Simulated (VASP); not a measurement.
Write the native input for VASP 6.6.1 that does the following.

```
Task                   : single point
Functional             : PBE
Potentials or basis    : VASP PAW PBE potentials, release 64 (Al, Cu)
Cutoff                 : 520 eV
k mesh                 : 10 × 10 × 10
Occupations            : gaussian, width 0.15 eV
Spin                   : no spin polarisation
Dipole correction      : no
Further INCAR settings : ALGO = Fast; EDIFF = 1e-06; NBANDS = 26
```

The structure of Al2Cu lies in POSCAR:

```
Al2Cu
1.0
   -2.9051000000      2.9051000000      2.4168500000
    2.9051000000     -2.9051000000      2.4168500000
    2.9051000000      2.9051000000     -2.4168500000
Al Cu
4 2
Direct
    0.1587211657      0.6587211657      0.8174423314
    0.6587211657      0.8412788343      0.5000000000
    0.8412788343      0.3412788343      0.1825576686
    0.3412788343      0.1587211657      0.5000000000
    0.7500000000      0.7500000000      0.0000000000
    0.2500000000      0.2500000000      0.0000000000
```

These files were run (other wordings do the same):

INCAR

```
SYSTEM = Al2Cu
PREC = Accurate
ENCUT = 520
EDIFF = 1E-6
ISMEAR = 0
SIGMA = 0.15
LREAL = .False.
LASPH = .True.
NELM = 60
ALGO = Fast
ISIF = 2
LWAVE = .False.
LCHARG = .False.
GGA = PE
NBANDS = 26
```

KPOINTS

```
Automatic mesh
0
Gamma
  10 10 10
  0 0 0
```

Potentials or basis: VASP PAW PBE potentials, release 64 (Al, Cu).

The run is started by

```bash
$ cat potpaw_PBE.64/Al/POTCAR potpaw_PBE.64/Cu/POTCAR > POTCAR
$ mpirun -np 1 vasp_std > vasp.out
```

Results of the run:

The pressure is 11.6 GPa and the largest force is 0.038 eV/Å. The band gap on the k mesh is zero (band 17 reaches 11.57 eV, above the bottom of band 18 at 7.30 eV).

It took 4 min on 1 thread of Intel Xeon 6975P-C, on a shared host, peak memory 0.33 GiB.
